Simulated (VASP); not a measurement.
Input of a VASP 6.6.1 run:

The input INCAR:

```
SYSTEM = Bi
  ALGO = Normal
  EDIFF = 1E-7
  ENCUT = 520
  GGA = PS
  ISIF = 2
  ISMEAR = -1
  IVDW = 13
  LASPH = .TRUE.
  LCHARG = .TRUE.
  LELF = .TRUE.
  LREAL = .FALSE.
  LVHAR = .TRUE.
  LWAVE = .FALSE.
  NBANDS = 14
  NELM = 100
  PREC = Accurate
  SIGMA = 0.05
```

File KPOINTS:

```
k-points
0
G
  9 9 9
  0 0 0
```

Contents of POSCAR:

```
Bi
1.0
   -1.9392432254      1.9392432254      1.9392432254
    1.9392432254     -1.9392432254      1.9392432254
    1.9392432254      1.9392432254     -1.9392432254
Bi
1
Direct
    0.0000000000      0.0000000000      0.0000000000
```

Potentials or basis: VASP PAW PBE potentials, release 64 (Bi_d).

The run is started by

```console
$ cat potpaw_PBE.64/Bi_d/POTCAR > POTCAR
$ mpirun -np 1 vasp_std > vasp.out
```

(1) Predict the dispersion energy per atom.

(2) Predict the pressure.

## Answers

(1) -0.340 eV.

(2) -0.1 GPa.

Caveat: the PAW data sets were made with another functional, which shifts forces and pressure a little; pairwise dispersion overbinds metals, which lowers pressure and volume.
